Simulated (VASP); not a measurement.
A run of VASP 6.6.1 is set up as follows.

The input POSCAR:

```
YSe
1.0
    0.0000000000      2.8880580000      2.8880580000
    2.8880580000      0.0000000000      2.8880580000
    2.8880580000      2.8880580000      0.0000000000
Se Y
1 1
Direct
    0.0000000000      0.0000000000      0.0000000000
    0.5000000000      0.5000000000      0.5000000000
```

INCAR.step1

```
PREC = Accurate
ENCUT = 520
ISMEAR = -1
SIGMA = 0.1
LREAL = F
LASPH = T
NELM = 60
NBANDS = 16
GGA = PE
ALGO = Normal
EDIFF = 1E-4
LWAVE = T
LCHARG = F
```

INCAR.step2

```
PREC = Accurate
ENCUT = 520
EDIFF = 1E-6
ISMEAR = -1
SIGMA = 0.1
LREAL = F
LASPH = T
NELM = 60
ALGO = Normal
ISIF = 2
LWAVE = F
LCHARG = F
METAGGA = R2SCAN
LMIXTAU = T
NBANDS = 16
ISTART = 1
```

Contents of KPOINTS:

```
regular mesh
0
Gamma
  5 5 5
```

Potentials or basis: VASP PAW PBE potentials, release 64 (Se, Y_sv).

Launch:

```bash
$ cat potpaw_PBE.64/Se/POTCAR potpaw_PBE.64/Y_sv/POTCAR > POTCAR
$ cp INCAR.step1 INCAR
$ mpirun -np 1 vasp_std > vasp.out
$ cp INCAR.step2 INCAR
$ mpirun -np 1 vasp_std > vasp.out
```

**Question.** Estimate the pressure.

**Answer.** -0.7 GPa.

Caveat: the k points lie up to 0.38 Å⁻¹ apart; the PAW data sets were made with another functional, which shifts forces and pressure a little.
